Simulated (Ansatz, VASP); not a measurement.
Two plane-wave programs on I

The input INCAR:

```
  PREC = Accurate
  ENCUT = 520
  EDIFF = 1E-8
  ISMEAR = -1
  SIGMA = 0.05
  LREAL = F
  LASPH = T
  NELM = 60
  ALGO = Normal
  ISIF = 2
  LWAVE = F
  LCHARG = F
  GGA = PE
  LEFG = T
  NBANDS = 22
```

File KPOINTS:

```
Automatic mesh
0
Gamma
  8 8 4
```

POSCAR

```
I
1.0
    3.6275000000     -2.3975000000      0.0000000000
    3.6275000000      2.3975000000      0.0000000000
    0.0000000000      0.0000000000      9.7800000000
I
4
Direct
    0.8500000000      0.1500000000      0.1170000000
    0.6500000000      0.3500000000      0.6170000000
    0.1500000000      0.8500000000      0.8830000000
    0.3500000000      0.6500000000      0.3830000000
```

Input for Ansatz:

```yaml
crystal:
  lattice:
    - [3.6275, -2.3975, 0.0]
    - [3.6275, 2.3975, 0.0]
    - [0.0, 0.0, 9.78]
  atoms:
    - { symbol: I, position: [0.85, 0.15, 0.117] }
    - { symbol: I, position: [0.65, 0.35, 0.617] }
    - { symbol: I, position: [0.15, 0.85, 0.883] }
    - { symbol: I, position: [0.35, 0.65, 0.383] }
kpoints:
  mp_grid: { grid: [8, 8, 4] }
scf:
  occupations: { method: fermi_dirac, width: 0.05 }
hamiltonian:
  xc: pbe
  pseudopotentials: { kind: paw }
output:
  forces: true
  stress: true
  populations: true
  efg: { quadrupole_moments_barn: { I: -0.68822 }, contact_densities: true }
```

Alike in both runs: task electric field gradients; functional PBE; k mesh 8 × 8 × 4; occupations fermi-dirac, width 0.05 eV; no spin polarisation.

|  | VASP | Ansatz |
| --- | --- | --- |
| version | VASP 6.6.1 | Ansatz 0.2.0 |
| potentials or method | VASP PAW PBE potentials, release 64 (I) | plane-wave PAW, scalar-relativistic |
| plane-wave cutoff (eV) | 520 | 420 |
| valence electrons in the cell | 28 | 68 |

|  | VASP | Ansatz | Ansatz less VASP |
| --- | --- | --- | --- |
| pressure (GPa) | 1.4 | 1.4 | +0.03 |
| traceless stress, the component that is largest in VASP (GPa) | 0.54 | 0.57 | +0.030 |
| rms of the force components (eV/Å) | 0.359 | 0.368 | +0.0094 |
| size of Vzz on the site where it differs most (V/Å²) | 1175.9 | 1209.9 | +34.03 |

Atom by atom the forces differ by 0.009 eV/Å (rms over components). VASP's potentials hold 28 valence electrons a cell and Ansatz's 68, so a difference there can come from the potentials and not from the codes.

Neither program's run includes spin-orbit coupling.
